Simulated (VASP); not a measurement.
# BN (Fmm2) in VASP: a series of runs

The runs below take BN through single point, with r2SCAN.

Program: VASP 6.6.1. These are calculated values, not measurements. Logs are shortened: lines on timing, memory, paths and dates and some standing lists are left out, and cuts for length are marked.

### 1 The cell of the first run

The structure is orthorhombic, space group Fmm2 (No. 42). The conventional cell has a = 2.643 Å, b = 7.380 Å, c = 3.887 Å, α = 90.00°, β = 90.00°, γ = 90.00°. Within 1.7 Å of B (site symmetry mm2) lie 3 N at 1.30 to 1.47 Å. Within 1.7 Å of N (site symmetry mm2) lie 3 B at 1.30 to 1.47 Å.

### 2 Single point, r2SCAN

POSCAR

```
BN
1.0
    0.0000000000      3.6898902473      1.9436707384
    1.3213069444      0.0000000000      1.9436707384
    1.3213069444      3.6898902473      0.0000000000
B N
1 1
Direct
    0.0000486500      0.0000486500      0.9999513500
    0.6666513400      0.6666513400      0.3333486600
```

INCAR.step1

```
SYSTEM = BN
PREC = Accurate
ENCUT = 520
ISMEAR = 0
SIGMA = 0.05
LREAL = .False.
LASPH = .True.
NELM = 80
NBANDS = 11
GGA = PE
ALGO = Normal
EDIFF = 1E-4
LWAVE = .True.
LCHARG = .False.
```

INCAR.step2

```
SYSTEM = BN
PREC = Accurate
ENCUT = 520
EDIFF = 1E-6
ISMEAR = 0
SIGMA = 0.05
LREAL = .False.
LASPH = .True.
NELM = 80
ALGO = Normal
ISIF = 2
LWAVE = .False.
LCHARG = .True.
METAGGA = R2SCAN
LMIXTAU = .True.
LELF = .True.
LVHAR = .True.
NBANDS = 11
ISTART = 1
```

KPOINTS

```
regular mesh
0
Gamma
  12 12 12
  0 0 0
```

Potentials or basis: VASP PAW PBE potentials, release 64 (B, N).

Run with:

```
> cat potpaw_PBE.64/B/POTCAR potpaw_PBE.64/N/POTCAR > POTCAR
> cp INCAR.step1 INCAR
> mpirun -np 1 vasp_std > vasp.out
> cp INCAR.step2 INCAR
> mpirun -np 1 vasp_std > vasp.out
```

OUTCAR:

```text
SYSTEM = BN
   PREC = Accurate
   ENCUT = 520
   EDIFF = 1E-6
   ISMEAR = 0
   LREAL = .False.
   LASPH = .True.
   NELM = 80
   ISIF = 2
   METAGGA = R2SCAN
   ISTART = 1

 ion  position               nearest neighbor table
   1  0.000  0.000  1.000-   2 1.30   2 1.47   2 1.47
   2  0.667  0.667  0.333-   1 1.30   1 1.47   1 1.47

  LATTYP: Found a face centered orthorhombic cell.
 ALAT       =     2.6426138888
 B/A-ratio  =     1.4710213601
 C/A-ratio  =     2.7926064136

  Lattice vectors:

 A1 = (   0.0000000000,   3.6898902473,   1.9436707384)
 A2 = (  -1.3213069444,   3.6898902473,   0.0000000000)
 A3 = (  -1.3213069444,   0.0000000000,   1.9436707384)

Analysis of symmetry for initial positions (statically):
=====================================================================
 Subroutine PRICEL returns:
 Original cell was already a primitive cell.

 Routine SETGRP: Setting up the symmetry group for a
 face centered orthorhombic supercell.

 Subroutine GETGRP returns: Found  4 space group operations
 (whereof  4 operations were pure point group operations)
 out of a pool of  8 trial point group operations.

The static configuration has the point symmetry C_2v.

Analysis of symmetry for dynamics (positions and initial velocities):
=====================================================================
 Subroutine PRICEL returns:
 Original cell was already a primitive cell.

 Routine SETGRP: Setting up the symmetry group for a
 face centered orthorhombic supercell.

 Subroutine GETGRP returns: Found  4 space group operations
 (whereof  4 operations were pure point group operations)
 out of a pool of  8 trial point group operations.

The dynamic configuration has the point symmetry C_2v.

 Subroutine INISYM returns: Found  4 space group operations
 (whereof  4 operations are pure point group operations),
 and found     1 'primitive' translations

----------------------------------------------------------------------------------------

                                     Primitive cell

  volume of cell :      18.9526

  direct lattice vectors                    reciprocal lattice vectors
     0.000000000  3.689890247  1.943670738    -0.378413208  0.135505385  0.257245217
     1.321306944  0.000000000  1.943670738     0.378413208 -0.135505385  0.257245217
     1.321306944  3.689890247  0.000000000     0.378413208  0.135505385 -0.257245217

  length of vectors
     4.170509079  2.350257003  3.919329289     0.477214173  0.477214173  0.477214173

  position of ions in fractional coordinates (direct lattice)
     0.000048650  0.000048650  0.999951350
     0.666651340  0.666651340  0.333348660

  ion indices of the primitive-cell ions
   primitive index   ion index
                 1           1
                 2           2

----------------------------------------------------------------------------------------

 KPOINTS: regular mesh

Automatic generation of k-mesh.
 Grid dimensions read from file:
 generate k-points for:   12   12   12

 Generating k-lattice:

  Cartesian coordinates                     Fractional coordinates (reciprocal lattice)
    -0.031534434  0.011292115  0.021437101     0.083333333  0.000000000 -0.000000000
     0.031534434 -0.011292115  0.021437101     0.000000000  0.083333333  0.000000000
     0.031534434  0.011292115 -0.021437101    -0.000000000 -0.000000000  0.083333333

  Length of vectors
     0.039767848  0.039767848  0.039767848

  Shift w.r.t. Gamma in fractional coordinates (k-lattice)
     0.000000000  0.000000000  0.000000000

 Subroutine IBZKPT returns following result:
 ===========================================

 Found    280 irreducible k-points:

 Following reciprocal coordinates:
            Coordinates               Weight
  0.000000  0.000000  0.000000      1.000000
  0.083333  0.000000  0.000000      8.000000
  0.166667 -0.000000  0.000000      8.000000
  0.250000  0.000000 -0.000000      8.000000
  0.333333  0.000000  0.000000      8.000000
  0.416667  0.000000  0.000000      8.000000
[... 16 lines left out ...]
  0.500000  0.166667  0.000000      8.000000
 -0.416667  0.166667 -0.000000      8.000000
 [... further k-points ...]
   k-points           NKPTS =    280   k-points in BZ     NKDIM =    280   number of bands    NBANDS=     11
   number of dos      NEDOS =    301   number of ions     NIONS =      2
   total plane-waves  NPLWV =  17280
   dimension x,y,z NGX =    32 NGY =   18 NGZ =   30
   dimension x,y,z NGXF=    64 NGYF=   36 NGZF=   60
   ions per type =               1   1
   NGX,Y,Z   is equivalent  to a cutoff of  12.76, 12.73, 12.73 a.u.
   NGXF,Y,Z  is equivalent  to a cutoff of  25.51, 25.46, 25.45 a.u.
 SYSTEM =  BN
   PREC   = accura    normal or accurate (medium, high low for compatibility)
   ISTART =      1    job   : 0-new  1-cont  2-samecut
   ICHARG =      0    charge: 1-file 2-atom 10-const
   ISPIN  =      1    spin polarized calculation?
   LNONCOLLINEAR =      F non collinear calculations
   LSORBIT =      F    spin-orbit coupling
   LASPH  =      T    aspherical Exc in radial PAW
   ENCUT  =  520.0 eV  38.22 Ry    6.18 a.u.   7.75  4.37  7.29*2*pi/ulx,y,z
   NELM   =     80;   NELMIN=  2; NELMDL=  0     # of ELM steps
   EDIFF  = 0.1E-05   stopping-criterion for ELM
   LREAL  =      F    real-space projection
   EDIFFG = 0.1E-04   stopping-criterion for IOM
   NSW    =      0    number of steps for IOM
   IBRION =     -1    ionic relax: 0-MD 1-quasi-New 2-CG
   NFREE  =      0    steps in history (QN), initial steepest desc. (CG)
   ISIF   =      2    stress and relaxation
   ISYM   =      2    0-nonsym 1-usesym 2-fastsym
   POTIM  = 0.5000    time-step for ionic-motion
   TEBEG  =    0.0;   TEEND  =   0.0 temperature during run
   PSTRESS=    0.0 pullay stress
   NELECT =       8.0000    total number of electrons
   NUPDOWN=      -1.0000    fix difference up-down
   EMIN   =  10.00;   EMAX   =-10.00  energy-range for DOS
   EFERMI =   0.00;   METHOD = LEGACY
   ISMEAR =     0;   SIGMA  =   0.05  broadening in eV -4-tet -1-fermi 0-gaus
   EFERMI_NEDOS =   21; number of points for ismear=-14 and -15
   IALGO  =     38    algorithm
   IMIX   =      4    mixing-type and parameters
     AMIX     =   0.40;   BMIX     =  1.00
     AMIX_MAG =   1.60;   BMIX_MAG =  1.00
  volume/ion in A,a.u.               =       9.48        63.95
  Fermi-wavevector in a.u.,A,eV,Ry     =   1.228047  2.320672 20.518928  1.508099
  Thomas-Fermi vector in A             =   2.362987
   LORBIT       =      0    0 simple, 1 ext, 2 COOP (PROOUT), +10 PAW based schemes
   METAGGA = R2SCAN    functional components
   LHFCALC =     F    Hartree Fock is set to
   AEXX    =    0.0000 exact exchange contribution
   IVDW    =     0    specifies the selected vdW correction
   LEPSILON=     F    determine dielectric tensor
   LRPA    =     F    only Hartree local field effects (RPA)
 non-spin polarized calculation
 Gauss-broadening in eV      SIGMA  =   0.05
  energy-cutoff  :      520.00
  volume of cell :       18.95
 maximum number of plane-waves:       523
   NGX = 15   NGY =  9   NGZ = 15

 number of electron       8.0000001 magnetization

 Free energy of the ion-electron system (eV)
  ---------------------------------------------------
  ext. energy  EPLUGINS =         0.00000000
  ---------------------------------------------------
  free energy    TOTEN  =       -18.55728271 eV

  energy without entropy =      -18.55728271  energy(sigma->0) =      -18.55728271

 E-fermi :   2.1643     XC(G=0): -10.1886

 val. band max:        1.9422921891   @ k =   0.5000  -0.4167   0.0833
 cond. band min:       6.4384413338   @ k =   0.0000   0.0000   0.0000
 fundamental gap:      4.4961491447
 Fermi energy:         2.1642901243

 k-point     1 :       0.0000    0.0000    0.0000
  band No.  band energies     occupation
      1     -17.7316      2.00000
      2      -3.6737      2.00000
      3       0.3007      2.00000
      4       0.4042      2.00000
      5       6.4384      0.00000
      6      12.9638      0.00000
      7      14.1640      0.00000
      8      16.4590      0.00000
      9      21.6370      0.00000
     10      27.7588      0.00000
     11      30.9238      0.00000

 k-point     2 :       0.0833    0.0000    0.0000
  band No.  band energies     occupation
      1     -17.5927      2.00000
      2      -3.5204      2.00000
      3      -0.4295      2.00000
      4       0.2465      2.00000
      5       6.7422      0.00000
      6      13.4416      0.00000
      7      14.6080      0.00000
      8      15.9166      0.00000
      9      21.7516      0.00000
     10      26.7305      0.00000
     11      30.3035      0.00000

 k-point     3 :       0.1667   -0.0000    0.0000
  band No.  band energies     occupation
      1     -17.1844      2.00000
      2      -3.0668      2.00000
      3      -2.1175      2.00000
      4      -0.2136      2.00000
      5       7.5779      0.00000
      6      14.2926      0.00000
      7      14.4315      0.00000
      8      15.9136      0.00000
      9      22.2218      0.00000
     10      24.7779      0.00000
     11      29.3300      0.00000

 k-point     4 :       0.2500    0.0000   -0.0000
  band No.  band energies     occupation
      1     -16.5374      2.00000
      2      -4.1493      2.00000
      3      -2.3234      2.00000
      4      -0.7740      2.00000
      5       8.7970      0.00000
      6      12.2693      0.00000
      7      15.2352      0.00000
      8      17.4803      0.00000
      9      22.9449      0.00000
     10      23.3068      0.00000
     11      28.3938      0.00000
[... 239 lines left out ...]
 k-point    22 :       0.4167    0.1667    0.0000
  band No.  band energies     occupation
      1     -15.0906      2.00000
      2      -6.4030      2.00000
      3      -2.6398      2.00000
      4      -0.4012      2.00000
      5       9.0983      0.00000
      6      11.5241      0.00000
      7      15.4739      0.00000
      8      18.2327      0.00000
      9      19.8720      0.00000
     10      25.4747      0.00000
     11      26.6020      0.00000

 k-point    23 :       0.5000    0.1667    0.0000
  band No.  band energies     occupation
      1     -14.4106      2.00000
      2      -7.5857      2.00000
      3      -3.1330      2.00000
      4       0.3956      2.00000
      5       7.6331      0.00000
      6      13.5025      0.00000
      7      16.9188      0.00000
      8      18.2465      0.00000
      9      18.6883      0.00000
     10      24.0015      0.00000
     11      26.2041      0.00000

 k-point    24 :      -0.4167    0.1667   -0.0000
  band No.  band energies     occupation
      1     -14.2563      2.00000
      2      -7.8148      2.00000
      3      -3.4152      2.00000
      4       0.4843      2.00000
      5       7.2967      0.00000
      6      14.7294      0.00000
      7      16.9499      0.00000
      8      18.1586      0.00000
      9      19.8580      0.00000
     10      22.7319      0.00000
     11      25.9658      0.00000

 [... further k-points ...]
[... 5 lines left out ...]
  --------------------------------------------------------------------------------------
  -------------------------------------------------------------------------------------
  Total       -3.0949181     -0.1637030     12.5893562      0.0000000      0.0000000      0.0000000
  in kB     -261.6314093    -13.8387682   1064.2514402      0.0000000      0.0000000      0.0000000
  external PRESSURE =     262.9270876 kB  Pullay stress =       0.0000000 kB

 VOLUME and BASIS-vectors are now :
 -----------------------------------------------------------------------------
  energy-cutoff  :      520.00
  volume of cell :       18.95
      direct lattice vectors                 reciprocal lattice vectors
     0.000000000  3.689890247  1.943670738    -0.378413208  0.135505385  0.257245217
     1.321306944  0.000000000  1.943670738     0.378413208 -0.135505385  0.257245217
     1.321306944  3.689890247  0.000000000     0.378413208  0.135505385 -0.257245217

 POSITION                                       TOTAL-FORCE (eV/Angst)
 -----------------------------------------------------------------------------------
      1.32131      3.68989      0.00019         0.000000      0.000000      4.146588
      1.32131      3.68989      2.59150         0.000000      0.000000     -4.146588
 -----------------------------------------------------------------------------------
    total drift:                                0.000039     -0.000066      0.000053

  FREE ENERGIE OF THE ION-ELECTRON SYSTEM (eV)
  ---------------------------------------------------
  free  energy   TOTEN  =       -18.5572827056 eV

  energy  without entropy=      -18.5572827056  energy(sigma->0) =      -18.55728271
```

Run time: 2.1 min. Hardware: 1 thread of Intel Xeon Platinum 8488C (Sapphire Rapids), shared host; peak memory 0.18 GiB.

What came out:

* Free energy: -18.5573 eV
* Pressure: 26.3 GPa
* Largest force: 4.147 eV/Å
* Band gap on the k mesh: 4.50 eV, indirect (least direct gap 5.47 eV)

Forces on the atoms (eV/Å):
```
B    0.000  0.000  4.147
N    0.000  0.000 -4.147
```

Caveat: the PAW data sets were made with another functional, which shifts forces and pressure a little. A k mesh can miss the band edges.

(Part 1 of 2 ends here.)
